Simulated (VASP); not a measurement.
Write the native input for VASP 6.6.1 that does the following.

* Task: single point
* Functional: PBEsol
* Potentials or basis: VASP PAW PBE potentials, release 64 (Zr_sv, H)
* Cutoff: 520 eV
* k mesh: 7 × 7 × 7
* Occupations: fermi-dirac, width 0.01 eV
* Spin: no spin polarisation
* Dipole correction: no
* Further INCAR settings: ALGO = Normal; EDIFF = 1e-06; NBANDS = 16

The structure of ZrH3 lies in POSCAR:

```
ZrH3
1.0
    2.9956321094      0.0000000000      0.0000000000
    0.0000000000      2.9956321094      0.0000000000
    0.0000000000      0.0000000000      2.9956321094
Zr H
1 3
Direct
    0.0000000000      0.0000000000      0.0000000000
    0.0000000000      0.5000000000      0.5000000000
    0.5000000000      0.0000000000      0.5000000000
    0.5000000000      0.5000000000      0.0000000000
```

These files were run (other wordings do the same):

INCAR

```
PREC     = Accurate       # precision mode
ENCUT    = 520            # plane-wave cutoff, eV
EDIFF    = 1E-6           # SCF threshold, eV
ISMEAR   = -1             # smearing method
SIGMA    = 0.01           # smearing width, eV
LREAL    = False          # projectors in reciprocal space
LASPH    = True           # aspherical terms in the spheres
NELM     = 80             # most SCF steps
ALGO     = Normal         # electronic algorithm
ISIF     = 2              # what is computed and relaxed
LWAVE    = False          # write WAVECAR
LCHARG   = False          # write CHGCAR
GGA      = PS             # functional
NBANDS   = 16             # bands
```

KPOINTS

```
regular mesh
0
Gamma
  7 7 7
```

Potentials or basis: VASP PAW PBE potentials, release 64 (Zr_sv, H).

Run with:

```console
$ cat potpaw_PBE.64/Zr_sv/POTCAR potpaw_PBE.64/H/POTCAR > POTCAR
$ mpirun -np 1 vasp_std > vasp.out
```

It gave:

```yaml
Pressure: 15.3 GPa
```

Caveat: the PAW data sets were made with another functional, which shifts forces and pressure a little.

Wall time 11 s on 1 thread of Intel Xeon 8259CL (shared host), peak memory 0.14 GiB.
